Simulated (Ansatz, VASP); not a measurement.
## Al3GaN4: VASP beside Ansatz

```
Al Ga N
1.0
     4.49526   -0.24239   -0.24239
    -0.24239    4.49526   -0.24239
    -0.24239   -0.24239    4.49526
Al Ga N
3 1 4
Direct
  0.50000 0.50000 0.00000
  0.50000 0.00000 0.50000
  0.00000 0.50000 0.50000
  0.00000 0.00000 0.00000
  0.74471 0.74471 0.25529
  0.74471 0.25529 0.74471
  0.25529 0.74471 0.74471
  0.25529 0.25529 0.25529
```

Change from the starting cell: equal engineering shear yz, xz and xy -0.1100, equal normal strain along x, y and z +0.0200.

Alike in both runs: task single point; functional PBEsol; k mesh 6 × 6 × 6; occupations gaussian, width 0.05 eV; no spin polarisation.

|  | VASP | Ansatz |
| --- | --- | --- |
| version | VASP 6.6.1 | Ansatz 0.2.0 |
| potentials or method | VASP PAW PBE potentials, release 64 (Al, Ga_d, N), cutoff 520 eV | scalar-relativistic, plane waves, PAW |
| valence electrons in the cell | 42 | 42 |

|  | VASP | Ansatz | Ansatz less VASP |
| --- | --- | --- | --- |
| gap on the k mesh at the Fermi level (eV) | 2.30 | 2.29 | 0.000 |
| least direct gap on the mesh (eV) | 2.30 | 2.29 | 0.000 |
| pressure (GPa) | -1.5 | -1.5 | -0.02 |
| traceless stress, the component that is largest in VASP (GPa) | 23.82 | 23.62 | -0.197 |
| rms of the force components (eV/Å) | 1.575 | 1.560 | -0.0148 |

VASP's potentials were made for PBE, not for PBEsol. Atom by atom the forces differ by 0.031 eV/Å (rms over components).
